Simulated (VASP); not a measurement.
# SnO2 (I4_1/amd) in VASP: further runs, part 2 of 3

VASP 6.6.1. The steps go on from the part before.

## 3. Single point, LDA (strain +0.0050 x Voigt [0, 0, 1, 0, 0, 0])

INCAR

```
  ALGO = Normal
  EDIFF = 1E-7
  ENCUT = 520
  ISIF = 2
  ISMEAR = 0
  LASPH = T
  LCHARG = T
  LELF = T
  LREAL = F
  LVHAR = T
  LWAVE = F
  NBANDS = 35
  NELM = 80
  PREC = Accurate
  SIGMA = 0.05
```

KPOINTS

```
k-points
0
Gamma
  10 10 10
```

POSCAR

```
SnO2
1.0
   -1.9861130355      1.9861130355      5.1156186316
    1.9861130355     -1.9861130355      5.1156186316
    1.9861130355      1.9861130355     -5.1156186316
Sn O
2 4
Direct
    0.7500000000      0.2500000000      0.5000000000
    0.0000000000      0.0000000000      0.0000000000
    0.7969975836      0.7969975836      0.0000000000
    0.9530024164      0.4530024164      0.5000000000
    0.2030024164      0.2030024164      0.0000000000
    0.5469975836      0.0469975836      0.5000000000
```

Potentials or basis: VASP PAW LDA potentials, release 64 (Sn_d, O).

Started as:

```sh
cat potpaw_LDA.64/Sn_d/POTCAR potpaw_LDA.64/O/POTCAR > POTCAR
mpirun -np 1 vasp_std > vasp.out
```

OUTCAR:

```text
EDIFF = 1E-7
   ENCUT = 520
   ISIF = 2
   ISMEAR = 0
   LASPH = T
   LREAL = F
   NELM = 80
   PREC = Accurate

 ion  position               nearest neighbor table
   1  0.750  0.250  0.500-   3 2.04   5 2.04   3 2.04   5 2.04   4 2.08   6 2.08   2 3.24   2 3.24
                             2 3.24   2 3.24
   2  0.000  0.000  0.000-   6 2.04   4 2.04   6 2.04   4 2.04   3 2.08   5 2.08   1 3.24   1 3.24
                             1 3.24   1 3.24
   3  0.797  0.797  0.000-   1 2.04   1 2.04   2 2.08
   4  0.953  0.453  0.500-   2 2.04   2 2.04   1 2.08
   5  0.203  0.203  0.000-   1 2.04   1 2.04   2 2.08
   6  0.547  0.047  0.500-   2 2.04   2 2.04   1 2.08

  LATTYP: Found a body centered tetragonal cell.
 ALAT       =     3.9722260710
 C/A-ratio  =     2.5756935986

  Lattice vectors:

 A1 = (  -1.9861130355,   1.9861130355,   5.1156186316)
 A2 = (   1.9861130355,  -1.9861130355,   5.1156186316)
 A3 = (   1.9861130355,   1.9861130355,  -5.1156186316)

Analysis of symmetry for initial positions (statically):
=====================================================================
 Subroutine PRICEL returns:
 Original cell was already a primitive cell.

 Routine SETGRP: Setting up the symmetry group for a
 body centered tetragonal supercell.

 Subroutine GETGRP returns: Found 16 space group operations
 (whereof  8 operations were pure point group operations)
 out of a pool of 16 trial point group operations.

The static configuration has the point symmetry D_2d.
 The point group associated with its full space group is D_4h.

Analysis of symmetry for dynamics (positions and initial velocities):
=====================================================================
 Subroutine PRICEL returns:
 Original cell was already a primitive cell.

 Routine SETGRP: Setting up the symmetry group for a
 body centered tetragonal supercell.

 Subroutine GETGRP returns: Found 16 space group operations
 (whereof  8 operations were pure point group operations)
 out of a pool of 16 trial point group operations.

The dynamic configuration has the point symmetry D_2d.
 The point group associated with its full space group is D_4h.

 Subroutine INISYM returns: Found 16 space group operations
 (whereof  8 operations are pure point group operations),
 and found     1 'primitive' translations

----------------------------------------------------------------------------------------

                                     Primitive cell

  volume of cell :      80.7172

  direct lattice vectors                    reciprocal lattice vectors
    -1.986113036  1.986113036  5.115618632     0.000000000  0.251748008  0.097739890
     1.986113036 -1.986113036  5.115618632     0.251748008  0.000000000  0.097739890
     1.986113036  1.986113036 -5.115618632     0.251748008  0.251748008  0.000000000

  length of vectors
     5.835995542  5.835995542  5.835995542     0.270055819  0.270055819  0.356025447

  position of ions in fractional coordinates (direct lattice)
     0.750000000  0.250000000  0.500000000
     0.000000000  0.000000000  0.000000000
     0.796997584  0.796997584  0.000000000
     0.953002416  0.453002416  0.500000000
     0.203002416  0.203002416  0.000000000
     0.546997584  0.046997584  0.500000000

[... 29 lines left out ...]

 Subroutine IBZKPT returns following result:
 ===========================================

 Found    102 irreducible k-points:

 Following reciprocal coordinates:
            Coordinates               Weight
  0.000000  0.000000  0.000000      1.000000
  0.100000  0.000000  0.000000      8.000000
  0.200000  0.000000  0.000000      8.000000
  0.300000  0.000000  0.000000      8.000000
  0.400000  0.000000 -0.000000      8.000000
  0.500000  0.000000  0.000000      4.000000
[... 16 lines left out ...]
  0.300000  0.300000  0.000000      8.000000
  0.400000  0.300000 -0.000000     16.000000
 [... further k-points ...]
   k-points           NKPTS =    102   k-points in BZ     NKDIM =    102   number of bands    NBANDS=     35
   number of dos      NEDOS =    301   number of ions     NIONS =      6
   total plane-waves  NPLWV = 110592
   dimension x,y,z NGX =    48 NGY =   48 NGZ =   48
   dimension x,y,z NGXF=    96 NGYF=   96 NGZF=   96
   ions per type =               2   4
   NGX,Y,Z   is equivalent  to a cutoff of  13.67, 13.67, 13.67 a.u.
   NGXF,Y,Z  is equivalent  to a cutoff of  27.35, 27.35, 27.35 a.u.
 SYSTEM =  unknown system
   PREC   = accura    normal or accurate (medium, high low for compatibility)
   ISTART =      0    job   : 0-new  1-cont  2-samecut
   ICHARG =      2    charge: 1-file 2-atom 10-const
   ISPIN  =      1    spin polarized calculation?
   LNONCOLLINEAR =      F non collinear calculations
   LSORBIT =      F    spin-orbit coupling
   LASPH  =      T    aspherical Exc in radial PAW
   ENCUT  =  520.0 eV  38.22 Ry    6.18 a.u.  10.85 10.85 10.85*2*pi/ulx,y,z
   NELM   =     80;   NELMIN=  2; NELMDL= -5     # of ELM steps
   EDIFF  = 0.1E-06   stopping-criterion for ELM
   LREAL  =      F    real-space projection
   EDIFFG = 0.1E-05   stopping-criterion for IOM
   NSW    =      0    number of steps for IOM
   IBRION =     -1    ionic relax: 0-MD 1-quasi-New 2-CG
   NFREE  =      0    steps in history (QN), initial steepest desc. (CG)
   ISIF   =      2    stress and relaxation
   ISYM   =      2    0-nonsym 1-usesym 2-fastsym
   POTIM  = 0.5000    time-step for ionic-motion
   TEBEG  =    0.0;   TEEND  =   0.0 temperature during run
   PSTRESS=    0.0 pullay stress
   NELECT =      52.0000    total number of electrons
   NUPDOWN=      -1.0000    fix difference up-down
   EMIN   =  10.00;   EMAX   =-10.00  energy-range for DOS
   EFERMI =   0.00;   METHOD = LEGACY
   ISMEAR =     0;   SIGMA  =   0.05  broadening in eV -4-tet -1-fermi 0-gaus
   EFERMI_NEDOS =   21; number of points for ismear=-14 and -15
   IALGO  =     38    algorithm
   IMIX   =      4    mixing-type and parameters
     AMIX     =   0.40;   BMIX     =  1.00
     AMIX_MAG =   1.60;   BMIX_MAG =  1.00
  volume/ion in A,a.u.               =      13.45        90.78
  Fermi-wavevector in a.u.,A,eV,Ry     =   1.413906  2.671895 27.199824  1.999131
  Thomas-Fermi vector in A             =   2.535503
   LORBIT       =      0    0 simple, 1 ext, 2 COOP (PROOUT), +10 PAW based schemes
   GGA     = CA    functional components
   LHFCALC =     F    Hartree Fock is set to
   AEXX    =    0.0000 exact exchange contribution
   IVDW    =     0    specifies the selected vdW correction
   LEPSILON=     F    determine dielectric tensor
   LRPA    =     F    only Hartree local field effects (RPA)
 non-spin polarized calculation
 Gauss-broadening in eV      SIGMA  =   0.05
  energy-cutoff  :      520.00
  volume of cell :       80.72
 maximum number of plane-waves:      2228
 NGX is ok and might be reduce to    48
   NGX = 21   NGY = 21   NGZ = 21

 number of electron      52.0000008 magnetization

 Free energy of the ion-electron system (eV)
  ---------------------------------------------------
  ext. energy  EPLUGINS =         0.00000000
  ---------------------------------------------------
  free energy    TOTEN  =       -41.73615793 eV

  energy without entropy =      -41.73615793  energy(sigma->0) =      -41.73615793

 E-fermi :   4.1626     XC(G=0): -10.9451

 val. band max:        3.9018426589   @ k =  -0.4000   0.4000   0.0000
 cond. band min:       5.5939498030   @ k =   0.0000   0.0000   0.0000
 fundamental gap:      1.6921071441
 Fermi energy:         4.1625529302

 k-point     1 :       0.0000    0.0000    0.0000
  band No.  band energies     occupation
      1     -16.3841      2.00000
      2     -16.3804      2.00000
      3     -16.2379      2.00000
      4     -15.6584      2.00000
      5     -15.5479      2.00000
      6     -15.5479      2.00000
[... 901 lines left out ...]
     34      15.0631      0.00000
     35      16.4390      0.00000

 [... further k-points ...]
[... 5 lines left out ...]
  --------------------------------------------------------------------------------------
  -------------------------------------------------------------------------------------
  Total        0.0846044      0.0846044     -0.3814586      0.0000000     -0.0000000      0.0000000
  in kB        1.6793351      1.6793351     -7.5716742      0.0000000     -0.0000000      0.0000000
  external PRESSURE =      -1.4043346 kB  Pullay stress =       0.0000000 kB

 VOLUME and BASIS-vectors are now :
 -----------------------------------------------------------------------------
  energy-cutoff  :      520.00
  volume of cell :       80.72
      direct lattice vectors                 reciprocal lattice vectors
    -1.986113036  1.986113036  5.115618632     0.000000000  0.251748008  0.097739890
     1.986113036 -1.986113036  5.115618632     0.251748008  0.000000000  0.097739890
     1.986113036  1.986113036 -5.115618632     0.251748008  0.251748008  0.000000000

 POSITION                                       TOTAL-FORCE (eV/Angst)
 -----------------------------------------------------------------------------------
     -0.00000      1.98611      2.55781        -0.000000     -0.000000     -0.000000
      0.00000      0.00000      0.00000        -0.000000     -0.000000     -0.000000
      0.00000      0.00000      8.15427        -0.000000     -0.000000      0.053765
     -0.00000      1.98611      4.63478         0.000000      0.000000     -0.053765
      0.00000      0.00000      2.07697         0.000000      0.000000     -0.053765
      0.00000      1.98611      0.48084         0.000000      0.000000      0.053765
 -----------------------------------------------------------------------------------
    total drift:                                0.000000     -0.000000      0.000000

  FREE ENERGIE OF THE ION-ELECTRON SYSTEM (eV)
  ---------------------------------------------------
  free  energy   TOTEN  =       -41.7361579255 eV

  energy  without entropy=      -41.7361579255  energy(sigma->0) =      -41.73615793
```

It took 8.6 min on 1 thread of Intel Xeon Platinum 8259CL at 2.50GHz (Skylake/Cascade Lake), shared host; peak memory 0.4 GiB.

Results:

| Quantity | Value |
| --- | --- |
| Free energy | -41.7362 eV |
| Pressure | -0.1 GPa |
| Largest force | 0.054 eV/Å |
| Band gap on the k mesh | 1.69 eV (least direct gap 2.08 eV) |

Forces in eV/Å, atoms in the order of the input:
```
Sn   0.000  0.000  0.000
Sn   0.000  0.000  0.000
O    0.000  0.000  0.054
O    0.000  0.000 -0.054
O    0.000  0.000 -0.054
O    0.000  0.000  0.054
```

Levels at points of the mesh, in eV from the valence-band top:
```csv
k point,band 22,band 23,band 24,band 25,band 26,band 27,band 28,band 29,band 30,band 31
"(0.00, 0.00, 0.00)",-1.06,-0.68,-0.68,-0.39,-0.39,1.69,5.61,9.07,9.61,9.63
"(0.50, 0.00, 0.00)",-1.14,-0.79,-0.77,-0.58,-0.38,5.01,6.21,7.82,8.55,9.79
"(0.50, 0.50, 0.00)",-0.90,-0.83,-0.83,-0.04,-0.04,7.35,7.35,7.60,7.60,8.62
"(0.50, 0.50, 0.50)",-2.82,-1.04,-1.04,-0.28,-0.28,4.33,4.33,7.41,7.41,11.94
```

Caveat: the cell differs from its parent crystal (strain +0.0050 x Voigt [0, 0, 1, 0, 0, 0]); spin-orbit coupling is left out, which moves the levels of the heavy elements. A k mesh can miss the band edges.

## 4. Single point, LDA (strain +0.0100 x Voigt [0, 0, 1, 0, 0, 0])

INCAR

```
SYSTEM = SnO2
  ALGO = Normal
  EDIFF = 1E-6
  ENCUT = 520
  ISIF = 2
  ISMEAR = 0
  LASPH = .True.
  LCHARG = .False.
  LREAL = .False.
  LWAVE = .False.
  NBANDS = 35
  NELM = 80
  PREC = Accurate
  SIGMA = 0.05
```

KPOINTS

```
k-points
0
Gamma
  10 10 10
  0 0 0
```

Edit POSCAR of step 3 so:

```diff
@@ -2,5 +2,5 @@
 1.0
-   -1.9861130355      1.9861130355      5.1156186316
-    1.9861130355     -1.9861130355      5.1156186316
-    1.9861130355      1.9861130355     -5.1156186316
+   -1.9861130355      1.9861130355      5.1410694705
+    1.9861130355     -1.9861130355      5.1410694705
+    1.9861130355      1.9861130355     -5.1410694705
 Sn O
```

Started as:

```sh
cat potpaw_LDA.64/Sn_d/POTCAR potpaw_LDA.64/O/POTCAR > POTCAR
mpirun -np 1 vasp_std > vasp.out
```

Run time: 8.4 min. Hardware: 1 thread of Intel Xeon Platinum 8259CL at 2.50GHz (Skylake/Cascade Lake), shared host; peak memory 0.4 GiB.

It converged, with:

```yaml
Free_energy: -41.7325 eV
Pressure: -1.2 GPa
Largest_force: 0.140 eV/Å
Band_gap_on_the_k_mesh: 1.62 eV (least direct gap 2.00 eV)
```

Forces in eV/Å, atoms in the order of the input:
```
Sn   0.000  0.000  0.000
Sn   0.000  0.000  0.000
O    0.000  0.000  0.140
O    0.000  0.000 -0.140
O    0.000  0.000 -0.140
O    0.000  0.000  0.140
```

Stress tensor (GPa, compression positive):
```
-0.44  0.00  0.00
 0.00 -0.44  0.00
 0.00  0.00 -2.57
```

Levels at points of the mesh, in eV from the valence-band top:
```
           k point  band 22  band 23  band 24  band 25  band 26  band 27  band 28  band 29  band 30  band 31
(0.00, 0.00, 0.00)    -1.04    -0.68    -0.68    -0.39    -0.39     1.62     5.53     9.03     9.48     9.57
(0.50, 0.00, 0.00)    -1.16    -0.78    -0.76    -0.58    -0.39     4.95     6.14     7.77     8.51     9.73
(0.50, 0.50, 0.00)    -0.90    -0.85    -0.85    -0.04    -0.04     7.29     7.29     7.57     7.57     8.58
(0.50, 0.50, 0.50)    -2.84    -1.04    -1.04    -0.28    -0.28     4.25     4.25     7.37     7.37    11.90
```

Caveat: the cell differs from its parent crystal (strain +0.0100 x Voigt [0, 0, 1, 0, 0, 0]); spin-orbit coupling is left out, which moves the levels of the heavy elements. A k mesh can miss the band edges.

(Continued in part 3 of 3.)
